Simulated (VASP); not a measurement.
Set up this calculation in VASP 6.6.1, as the native input.

* Task: single point
* Functional: PBEsol
* Potentials or basis: VASP PAW PBE potentials, release 64 (Cd)
* Cutoff: 520 eV
* k mesh: 1 × 1 × 1
* Occupations: fermi-dirac, width 0.01 eV
* Spin: collinear spin, zero start
* Starting moments: [0.01] μB
* Dipole correction: no
* Further INCAR settings: ALGO = Normal; EDIFF = 1e-07; NBANDS = 16; ISYM = 0

The structure of Cd lies in POSCAR:

```
Cd
1.0
   14.0000000000      0.0000000000      0.0000000000
    0.0000000000     14.4000000000      0.0000000000
    0.0000000000      0.0000000000     14.8000000000
Cd
1
Direct
    0.5000000000      0.5000000000      0.5000000000
```

One way to write it, as run:

INCAR

```
  ALGO = Normal
  EDIFF = 1E-7
  ENCUT = 520
  GGA = PS
  ISIF = 2
  ISMEAR = -1
  ISPIN = 2
  ISYM = 0
  LASPH = T
  LCHARG = F
  LORBIT = 11
  LREAL = F
  LWAVE = F
  MAGMOM = 0.01
  NBANDS = 16
  NELM = 150
  PREC = Accurate
  SIGMA = 0.01
```

KPOINTS

```
k-points
0
Gamma
  1 1 1
```

Potentials or basis: VASP PAW PBE potentials, release 64 (Cd).

Command:

```console
$ cat potpaw_PBE.64/Cd/POTCAR > POTCAR
$ mpirun -np 1 vasp_gam > vasp.out
```

Results of the run:

| Item | Value |
| --- | --- |
| Pressure | 0.0 GPa |
| Band gap on the k mesh | 4.56 eV |
| Net moment | 0.00 μB per cell |
| Valence electrons inside the program's atomic spheres | Cd 10.31 |

Caveat: the PAW data sets were made with another functional, which shifts forces and pressure a little.

Run time: 11 min on 1 thread of Intel Xeon 8259CL, with other jobs on the host, peak memory 2.7 GiB.
